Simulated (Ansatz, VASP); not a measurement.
## TiO2: VASP beside Ansatz

Contents of INCAR:

```
SYSTEM = TiO2
ALGO     = Normal         ! electronic algorithm
EDIFF    = 1E-6           ! SCF threshold, eV
ENCUT    = 520            ! plane-wave cutoff, eV
GGA      = PS             ! functional
ISIF     = 2              ! what is computed and relaxed
ISMEAR   = 0              ! smearing method
LASPH    = .True.         ! aspherical terms in the spheres
LCHARG   = .False.        ! write CHGCAR
LREAL    = .False.        ! projectors in reciprocal space
LWAVE    = .False.        ! write WAVECAR
NBANDS   = 33             ! bands
NELM     = 60             ! most SCF steps
PREC     = Accurate       ! precision mode
SIGMA    = 0.01           ! smearing width, eV
```

File KPOINTS:

```
k-points
0
Gamma
  8 8 8
  0 0 0
```

File POSCAR:

```
TiO2
1.0
   -1.8921000000      1.8921000000      4.7573000000
    1.8921000000     -1.8921000000      4.7573000000
    1.8921000000      1.8921000000     -4.7573000000
Ti O
2 4
Direct
    0.0000000000      0.0000000000      0.0000000000
    0.7500000000      0.2500000000      0.5000000000
    0.2081000000      0.2081000000      0.0000000000
    0.9581000000      0.4581000000      0.5000000000
    0.5419000000      0.0419000000      0.5000000000
    0.7919000000      0.7919000000      0.0000000000
```

Input for Ansatz:

```yaml
crystal:
  lattice:
    - [-1.8921, 1.8921, 4.7573]
    - [1.8921, -1.8921, 4.7573]
    - [1.8921, 1.8921, -4.7573]
  atoms:
    - { symbol: Ti, position: [0.0, 0.0, 0.0] }
    - { symbol: Ti, position: [0.75, 0.25, 0.5] }
    - { symbol: O, position: [0.2081, 0.2081, 0.0] }
    - { symbol: O, position: [0.9581, 0.4581, 0.5] }
    - { symbol: O, position: [0.5419, 0.0419, 0.5] }
    - { symbol: O, position: [0.7919, 0.7919, 0.0] }
basis:
  ecutwfc: 462.593566181796
kpoints:
  mp_grid:
    grid: [8, 8, 8]
hamiltonian:
  xc: pbesol
scf:
  occupations:
    method: fixed
output:
  stress: true
```

Alike in both runs: task single point; functional PBEsol; k mesh 8 × 8 × 8; no spin polarisation.

```csv
,VASP,Ansatz
version,VASP 6.6.1,Ansatz 0.2.0
potentials or method,"VASP PAW PBE potentials, release 64 (Ti_sv, O), cutoff 520 eV","plane waves, PAW"
occupations,"gaussian, width 0.01 eV",fixed
valence electrons in the cell,48,48
```

```tsv
	VASP	Ansatz	Ansatz less VASP
pressure (GPa)	-0.4	-1.0	-0.69
traceless stress, the component that is largest in VASP (GPa)	0.66	0.60	-0.060
```

VASP's potentials were made for PBE, not for PBEsol.
